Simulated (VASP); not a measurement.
# BeS (P6_3/mmc) in VASP: further runs

The runs below take BeS through single point, with PBEsol, PBE, LDA.

Everything below comes from runs of VASP 6.6.1. Logs are shortened: lines on timing, memory, paths and dates and some standing lists are left out, and cuts for length are marked.

## Step 1: The cell of the first run

The structure is hexagonal, space group P6_3/mmc (No. 194). The conventional cell has a = 3.471 Å, b = 3.471 Å, c = 6.215 Å, α = 90.00°, β = 90.00°, γ = 120.00°. Be (site symmetry -6m2) has 3 S at 2.00 Å within 2.7 Å. S (site symmetry -6m2) has 3 Be at 2.00 Å within 2.7 Å.

## Step 2: Single point, PBEsol

INCAR reads:

```
SYSTEM = BeS
PREC = Accurate
ENCUT = 520
EDIFF = 1E-6
ISMEAR = -1
SIGMA = 0.02
LREAL = .False.
LASPH = .True.
NELM = 60
ALGO = Normal
ISIF = 2
LWAVE = .False.
LCHARG = .True.
GGA = PS
LELF = .True.
LVHAR = .True.
NBANDS = 16
```

KPOINTS reads:

```
regular mesh
0
Gamma
  12 12 4
  0 0 0
```

POSCAR reads:

```
BeS
1.0
    3.4713735135      0.0000000000      0.0000000000
   -1.7356867568      3.0062976487      0.0000000000
    0.0000000000      0.0000000000      6.2147404015
Be S
2 2
Direct
    0.3333333333      0.6666666667      0.2500000000
    0.6666666667      0.3333333333      0.7500000000
    0.6666666667      0.3333333333      0.2500000000
    0.3333333333      0.6666666667      0.7500000000
```

Potentials or basis: VASP PAW PBE potentials, release 64 (Be, S).

The run is started by

```console
> cat potpaw_PBE.64/Be/POTCAR potpaw_PBE.64/S/POTCAR > POTCAR
> mpirun -np 1 vasp_std > vasp.out
```

OUTCAR:

```text
SYSTEM = BeS
   PREC = Accurate
   ENCUT = 520
   EDIFF = 1E-6
   ISMEAR = -1
   LREAL = .False.
   LASPH = .True.
   NELM = 60
   ISIF = 2
   GGA = PS

 ion  position               nearest neighbor table
   1  0.333  0.667  0.250-   3 2.00   3 2.00   3 2.00
   2  0.667  0.333  0.750-   4 2.00   4 2.00   4 2.00
   3  0.667  0.333  0.250-   1 2.00   1 2.00   1 2.00
   4  0.333  0.667  0.750-   2 2.00   2 2.00   2 2.00

  LATTYP: Found a hexagonal cell.
 ALAT       =     3.4713735135
 C/A-ratio  =     1.7902828311

  Lattice vectors:

 A1 = (   3.4713735135,   0.0000000000,   0.0000000000)
 A2 = (  -1.7356867568,   3.0062976487,   0.0000000000)
 A3 = (   0.0000000000,   0.0000000000,   6.2147404015)

Analysis of symmetry for initial positions (statically):
=====================================================================
 Subroutine PRICEL returns:
 Original cell was already a primitive cell.

 Routine SETGRP: Setting up the symmetry group for a
 hexagonal supercell.

 Subroutine GETGRP returns: Found 24 space group operations
 (whereof 12 operations were pure point group operations)
 out of a pool of 24 trial point group operations.

The static configuration has the point symmetry D_3d.
 The point group associated with its full space group is D_6h.

Analysis of symmetry for dynamics (positions and initial velocities):
=====================================================================
 Subroutine PRICEL returns:
 Original cell was already a primitive cell.

 Routine SETGRP: Setting up the symmetry group for a
 hexagonal supercell.

 Subroutine GETGRP returns: Found 24 space group operations
 (whereof 12 operations were pure point group operations)
 out of a pool of 24 trial point group operations.

The dynamic configuration has the point symmetry D_3d.
 The point group associated with its full space group is D_6h.

 Subroutine INISYM returns: Found 24 space group operations
 (whereof 12 operations are pure point group operations),
 and found     1 'primitive' translations

----------------------------------------------------------------------------------------

                                     Primitive cell

  volume of cell :      64.8569

  direct lattice vectors                    reciprocal lattice vectors
     3.471373514  0.000000000  0.000000000     0.288070413  0.166317530  0.000000000
    -1.735686757  3.006297649  0.000000000     0.000000000  0.332635060  0.000000000
     0.000000000  0.000000000  6.214740402     0.000000000  0.000000000  0.160907767

[... 90 lines left out ...]
   NSW    =      0    number of steps for IOM
   IBRION =     -1    ionic relax: 0-MD 1-quasi-New 2-CG
   NFREE  =      0    steps in history (QN), initial steepest desc. (CG)
   ISIF   =      2    stress and relaxation
   ISYM   =      2    0-nonsym 1-usesym 2-fastsym
   POTIM  = 0.5000    time-step for ionic-motion
   TEBEG  =    0.0;   TEEND  =   0.0 temperature during run
   PSTRESS=    0.0 pullay stress
   NELECT =      16.0000    total number of electrons
   NUPDOWN=      -1.0000    fix difference up-down
   EMIN   =  10.00;   EMAX   =-10.00  energy-range for DOS
   EFERMI =   0.00;   METHOD = LEGACY
   ISMEAR =    -1;   SIGMA  =   0.02  broadening in eV -4-tet -1-fermi 0-gaus
   EFERMI_NEDOS =   21; number of points for ismear=-14 and -15
   IALGO  =     38    algorithm
   IMIX   =      4    mixing-type and parameters
     AMIX     =   0.40;   BMIX     =  1.00
     AMIX_MAG =   1.60;   BMIX_MAG =  1.00
  volume/ion in A,a.u.               =      16.21       109.42
  Fermi-wavevector in a.u.,A,eV,Ry     =   1.026745  1.940267 14.343342  1.054206
  Thomas-Fermi vector in A             =   2.160654
   LORBIT       =      0    0 simple, 1 ext, 2 COOP (PROOUT), +10 PAW based schemes
   GGA     = PS    functional components
   LHFCALC =     F    Hartree Fock is set to
   AEXX    =    0.0000 exact exchange contribution
   IVDW    =     0    specifies the selected vdW correction
   LEPSILON=     F    determine dielectric tensor
   LRPA    =     F    only Hartree local field effects (RPA)
 non-spin polarized calculation
  energy-cutoff  :      520.00
  volume of cell :       64.86
 maximum number of plane-waves:      1775
 NGX is ok and might be reduce to    28
   NGX = 13   NGY = 13   NGZ = 23

 number of electron      16.0000001 magnetization

 Free energy of the ion-electron system (eV)
  ---------------------------------------------------
  ext. energy  EPLUGINS =         0.00000000
  ---------------------------------------------------
  free energy    TOTEN  =       -20.15152156 eV

  energy without entropy =      -20.15152156  energy(sigma->0) =      -20.15152156

 E-fermi :   3.4762     XC(G=0):  -9.2981

 val. band max:        3.0378272357   @ k =   0.2500  -0.0000   0.0000
 cond. band min:       6.4892860323   @ k =   0.5000  -0.0000   0.2500
 fundamental gap:      3.4514587967
 Fermi energy:         3.4761924310

 k-point     1 :       0.0000    0.0000    0.0000
  band No.  band energies     occupation
      1     -10.2417      2.00000
      2      -9.3042      2.00000
      3      -1.6367      2.00000
      4       1.5810      2.00000
      5       1.5810      2.00000
      6       2.0443      2.00000
[... 433 lines left out ...]
      3      -1.5791      2.00000
      4      -1.1919      2.00000
      5       0.3044      2.00000
      6       0.4734      2.00000
[... 8 lines left out ...]
     15      12.9535      0.00000
     16      13.1239      0.00000

 [... further k-points ...]

------------------------ aborting loop because EDIFF is reached ----------------------------------------

  FORCE on cell =-STRESS in cart. coord.  units (eV):
  Direction    XX          YY          ZZ          XY          YZ          ZX
  --------------------------------------------------------------------------------------
  -------------------------------------------------------------------------------------
  Total        0.0647850      0.0647850     -0.0208675     -0.0000000      0.0000000     -0.0000000
  in kB        1.6004010      1.6004010     -0.5154956     -0.0000000      0.0000000     -0.0000000
  external PRESSURE =       0.8951021 kB  Pullay stress =       0.0000000 kB

 VOLUME and BASIS-vectors are now :
 -----------------------------------------------------------------------------
  energy-cutoff  :      520.00
  volume of cell :       64.86
      direct lattice vectors                 reciprocal lattice vectors
     3.471373514  0.000000000  0.000000000     0.288070413  0.166317530  0.000000000
    -1.735686757  3.006297649  0.000000000     0.000000000  0.332635060  0.000000000
     0.000000000  0.000000000  6.214740402     0.000000000  0.000000000  0.160907767

 POSITION                                       TOTAL-FORCE (eV/Angst)
 -----------------------------------------------------------------------------------
     -0.00000      2.00420      1.55369         0.000000      0.000000     -0.000000
      1.73569      1.00210      4.66106        -0.000000      0.000000     -0.000000
      1.73569      1.00210      1.55369         0.000000      0.000000      0.000000
     -0.00000      2.00420      4.66106        -0.000000     -0.000000      0.000000
 -----------------------------------------------------------------------------------
    total drift:                               -0.000000      0.000000     -0.000000

  FREE ENERGIE OF THE ION-ELECTRON SYSTEM (eV)
  ---------------------------------------------------
  free  energy   TOTEN  =       -20.1515215574 eV

  energy  without entropy=      -20.1515215574  energy(sigma->0) =      -20.15152156
```

OSZICAR:

```text
N       E                     dE             d eps       ncg     rms          rms(c)
DAV:   1     0.569956824868E+02    0.56996E+02   -0.64881E+03  1824   0.848E+02
DAV:   2    -0.159858342565E+02   -0.72982E+02   -0.65653E+02  2624   0.154E+02
DAV:   3    -0.205738196678E+02   -0.45880E+01   -0.45665E+01  2536   0.436E+01
DAV:   4    -0.206283743314E+02   -0.54555E-01   -0.54541E-01  2264   0.561E+00
DAV:   5    -0.206294141160E+02   -0.10398E-02   -0.10397E-02  2520   0.799E-01    0.705E+00
DAV:   6    -0.202470834134E+02    0.38233E+00   -0.34395E-01  2128   0.291E+00    0.483E+00
DAV:   7    -0.201524489149E+02    0.94634E-01   -0.29239E-01  2344   0.277E+00    0.147E+00
DAV:   8    -0.201516346752E+02    0.81424E-03   -0.20266E-02  2288   0.814E-01    0.156E-01
DAV:   9    -0.201513879276E+02    0.24675E-03   -0.12907E-03  2400   0.231E-01    0.547E-02
DAV:  10    -0.201515153064E+02   -0.12738E-03   -0.18334E-04  2296   0.823E-02    0.168E-02
DAV:  11    -0.201515195314E+02   -0.42250E-05   -0.17324E-05  2352   0.253E-02    0.207E-02
DAV:  12    -0.201515218379E+02   -0.23065E-05   -0.27025E-06  2360   0.951E-03    0.965E-03
DAV:  13    -0.201515215574E+02    0.28049E-06   -0.93309E-08  1504   0.214E-03
   1 F= -.20151522E+02 E0= -.20151522E+02  d E =-.113377E-10
```

stdout:

```text
POSCAR found type information on POSCAR BeS
 POSCAR found :  2 types and       4 ions
 scaLAPACK will be used
 -----------------------------------------------------------------------------
|                                                                             |
|                                                                             |
|     You enforced a specific xc type in the INCAR file but a different       |
|     I HOPE YOU KNOW WHAT YOU ARE DOING!                                     |
|                                                                             |
 -----------------------------------------------------------------------------

 LDA part: xc-table for (Slater+PW92), standard interpolation
 POSCAR, INCAR and KPOINTS ok, starting setup
 FFT: planning ... GRIDC
 FFT: planning ... GRID_SOFT
 FFT: planning ... GRID
 WAVECAR not read
 entering main loop
```

Run time: 29 s. Hardware: 1 thread of Intel Xeon Platinum 8488C (Sapphire Rapids), shared host; peak memory 0.2 GiB.

What came out:

```yaml
Free_energy: -20.1515 eV
Pressure: 0.1 GPa
Band_gap_on_the_k_mesh: 3.45 eV, indirect (least direct gap 4.08 eV)
```

Caveat: the PAW data sets were made with another functional, which shifts forces and pressure a little.

## Step 3: Single point, PBE

This run uses another cell than the first one, of 18.15 Å³/atom, 1.119 times its volume.

INCAR reads:

```
SYSTEM = BeS
PREC     = Accurate       ! precision mode
ENCUT    = 520            ! plane-wave cutoff, eV
EDIFF    = 1E-6           ! SCF threshold, eV
ISMEAR   = -1             ! smearing method
SIGMA    = 0.02           ! smearing width, eV
LREAL    = .FALSE.        ! projectors in reciprocal space
LASPH    = .TRUE.         ! aspherical terms in the spheres
NELM     = 80             ! most SCF steps
ALGO     = Normal         ! electronic algorithm
ISIF     = 2              ! what is computed and relaxed
LWAVE    = .FALSE.        ! write WAVECAR
LCHARG   = .FALSE.        ! write CHGCAR
GGA      = PE             ! functional
NBANDS   = 16             ! bands
```

KPOINTS reads:

```
regular mesh
0
G
  12 12 4
  0 0 0
```

POSCAR reads:

```
BeS
1.0
    3.4621570814      0.0000000000      0.0000000000
   -1.7310785407      2.9983159844      0.0000000000
    0.0000000000      0.0000000000      6.9924280704
Be S
2 2
Direct
    0.3333333333      0.6666666667      0.2500000000
    0.6666666667      0.3333333333      0.7500000000
    0.6666666667      0.3333333333      0.2500000000
    0.3333333333      0.6666666667      0.7500000000
```

Potentials or basis: VASP PAW PBE potentials, release 64 (Be, S).

The run is started by

```console
> cat potpaw_PBE.64/Be/POTCAR potpaw_PBE.64/S/POTCAR > POTCAR
> mpirun -np 1 vasp_std > vasp.out
```

Run time: 34 s. Hardware: 1 thread of Intel Xeon Platinum 8488C (Sapphire Rapids), shared host; peak memory 0.21 GiB.

The run converged. Its results:

```yaml
Free_energy: -19.2310 eV
Pressure: 0.5 GPa
Band_gap_on_the_k_mesh: 3.94 eV, indirect (least direct gap 4.14 eV)
```

Levels at points of the mesh, in eV from the valence-band top:
```
           k point  band 4  band 5  band 6  band 7  band 8  band 9  band 10  band 11  band 12  band 13
(0.00, 0.00, 0.00)   -0.84   -0.84   -0.66   -0.65   -0.65    4.85     6.20     6.20     6.20     6.57
(0.50, 0.00, 0.00)   -4.56   -2.27   -2.00   -1.28   -0.16    4.17     4.94     5.47     5.64     9.28
(0.00, 0.00, 0.50)   -2.32   -0.75   -0.75   -0.75   -0.75    6.23     6.23     6.37     6.37     6.37
(0.50, 0.00, 0.50)   -4.72   -2.14   -2.14   -0.54   -0.54    4.13     4.13     5.30     5.30    10.87
```

## Step 4: Single point, LDA

This run uses another cell than the first one, of 18.15 Å³/atom, 1.119 times its volume.

INCAR reads:

```
SYSTEM = BeS
PREC     = Accurate       ! precision mode
ENCUT    = 520            ! plane-wave cutoff, eV
EDIFF    = 1E-6           ! SCF threshold, eV
ISMEAR   = 0              ! smearing method
SIGMA    = 0.01           ! smearing width, eV
LREAL    = .False.        ! projectors in reciprocal space
LASPH    = .True.         ! aspherical terms in the spheres
NELM     = 60             ! most SCF steps
ALGO     = Normal         ! electronic algorithm
ISIF     = 2              ! what is computed and relaxed
LWAVE    = .False.        ! write WAVECAR
LCHARG   = .False.        ! write CHGCAR
NBANDS   = 16             ! bands
```

KPOINTS reads:

```
Automatic mesh
0
Gamma
  12 12 4
  0 0 0
```

POSCAR is that of step 3.

Potentials or basis: VASP PAW LDA potentials, release 64 (Be, S).

The run is started by

```console
> cat potpaw_LDA.64/Be/POTCAR potpaw_LDA.64/S/POTCAR > POTCAR
> mpirun -np 1 vasp_std > vasp.out
```

It took 30 s on 1 thread of Intel Xeon Platinum 8488C (Sapphire Rapids), shared host; peak memory 0.19 GiB.

The run converged. Its results:

| Quantity | Value |
| --- | --- |
| Free energy | -21.1899 eV |
| Pressure | -2.9 GPa |
| Band gap on the k mesh | 3.70 eV, indirect (least direct gap 3.92 eV) |

Stress tensor (GPa, compression positive):
```
-3.48  0.00  0.00
 0.00 -3.48  0.00
 0.00  0.00 -1.77
```

Levels at points of the mesh, in eV from the valence-band top:
| k point | band 5 | band 6 | band 7 | band 8 | band 9 | band 10 | band 11 | band 12 |
| --- | --- | --- | --- | --- | --- | --- | --- | --- |
| (0.00, 0.00, 0.00) | -0.85 | -0.68 | -0.66 | -0.66 | 4.55 | 6.08 | 6.09 | 6.09 |
| (0.50, 0.00, 0.00) | -2.30 | -2.02 | -1.34 | -0.18 | 3.94 | 4.80 | 5.33 | 5.47 |
| (0.00, 0.00, 0.50) | -0.76 | -0.76 | -0.76 | -0.76 | 6.06 | 6.06 | 6.26 | 6.26 |
| (0.50, 0.00, 0.50) | -2.16 | -2.16 | -0.56 | -0.56 | 3.90 | 3.90 | 5.17 | 5.17 |

A k mesh can miss the band edges. As with any semilocal functional, this LDA gap is likely too small.

## Step 5: Summary

| level | potentials or basis | cell | smearing | gap on the mesh (eV) | pressure (GPa) |
| --- | --- | --- | --- | --- | --- |
| PBEsol | VASP PAW PBE potentials, release 64 (Be, S) | a = 3.471, b = 3.471, c = 6.215 Å, angles 90.0, 90.0, 120.0°, 4 atoms | fermi-dirac 0.02 eV | 3.45 | 0.1 |
| PBE | VASP PAW PBE potentials, release 64 (Be, S) | a = 3.462, b = 3.462, c = 6.992 Å, angles 90.0, 90.0, 120.0°, 4 atoms | fermi-dirac 0.02 eV | 3.94 | 0.5 |
| LDA | VASP PAW LDA potentials, release 64 (Be, S) | a = 3.462, b = 3.462, c = 6.992 Å, angles 90.0, 90.0, 120.0°, 4 atoms | gaussian 0.01 eV | 3.70 | -2.9 |

Alike in all rows: task single point; no spin polarisation; k mesh 12 × 12 × 4; cutoff (eV) 520.

Caveats: the PAW data sets were made with another functional, which shifts forces and pressure a little (some runs).

Absolute energies hang on the potentials; compare differences alone.
